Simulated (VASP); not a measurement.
A run of VASP 6.6.1 is set up as follows.

Contents of INCAR:

```
SYSTEM = Sn
ALGO = Normal
EDIFF = 1E-6
EDIFFG = -0.005
ENCUT = 600
GGA = PE
IBRION = 2
ISIF = 3
ISMEAR = -1
LASPH = .TRUE.
LCHARG = .FALSE.
LREAL = .FALSE.
LWAVE = .FALSE.
NELM = 80
NSW = 32
PREC = Accurate
PSTRESS = 14.0
SIGMA = 0.05
```

The input KPOINTS:

```
k-points
0
G
  13 13 7
  0 0 0
```

File POSCAR:

```
Sn
1.0
    3.4013987060      0.0000000000      0.0000000000
   -1.7006993530      2.9456976878      0.0000000000
    0.0000000000      0.0000000000      5.3881495086
Sn
2
Direct
    0.3333333333      0.6666666667      0.2500000000
    0.6666666667      0.3333333333      0.7500000000
```

Potentials or basis: VASP PAW PBE potentials, release 64 (Sn_d).

Run with:

```sh
$ cat potpaw_PBE.64/Sn_d/POTCAR > POTCAR
$ mpirun -np 1 vasp_std > vasp.out
```

Problem. Estimate the relaxed cell.

Solution. a = 3.401 Å, b = 3.401 Å, c = 5.388 Å, α = 90.00°, β = 90.00°, γ = 120.00°.

Problem. Predict the relaxed volume.

Solution. 26.99 Å³/atom.

Problem. What does it give for the band gap on the k mesh?

Solution. Zero (bands 14 and 15 overlap by 7.50 eV).

Problem. What does it give for the space group after relaxing (to 0.1 Å)?

Solution. P6_3/mmc (No. 194).

Step by step:
| step | energy change (eV) | largest force (eV/Å) | pressure (GPa) | volume (Å³) |
| --- | --- | --- | --- | --- |
| 1 | 0.0000 | 0.0000 | 1.37 | 53.99 |
| 2 | 0.0003 | 0.0000 | 1.44 | 53.95 |
| 3 | 0.0001 | 0.0000 | 1.39 | 53.97 |

Caveat: the cell is relaxed towards a set pressure, so the run minimises the enthalpy, not the energy; spin-orbit coupling is left out, which moves the levels of the heavy elements.
